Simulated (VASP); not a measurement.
A run of VASP 6.6.1 is set up as follows.

File INCAR:

```
SYSTEM = CaO
ALGO = Normal ; EDIFF = 1E-6
ENCUT = 520 ; GGA = PS
ISIF = 2 ; ISMEAR = 0
LASPH = .TRUE. ; LCHARG = .FALSE.
LREAL = .FALSE. ; LWAVE = .FALSE.
NBANDS = 15 ; NELM = 80
PREC = Accurate ; SIGMA = 0.01
```

The input KPOINTS:

```
k-points
0
G
  8 8 8
  0 0 0
```

POSCAR

```
CaO
1.0
    2.3954941418      2.3954941418      0.0000000000
   -2.3954941418      2.3954941418      0.0000000000
    0.0000000000      2.3954941418      2.3764255317
Ca O
1 1
Direct
    0.0000000000      0.0000000000      0.0000000000
    0.5000000000      0.5000000000      0.0000000000
```

Potentials or basis: VASP PAW PBE potentials, release 64 (Ca_sv, O).

Run with:

```bash
$ cat potpaw_PBE.64/Ca_sv/POTCAR potpaw_PBE.64/O/POTCAR > POTCAR
$ mpirun -np 1 vasp_std > vasp.out
```

(1) What does it give for the pressure?

(2) Predict the band gap on the k mesh.

Answers

(1) -0.2 GPa.

(2) 3.49 eV, indirect (least direct gap 3.89 eV).

Caveat: the cell differs from its parent crystal (in-plane strain +0.005); the PAW data sets were made with another functional, which shifts forces and pressure a little.
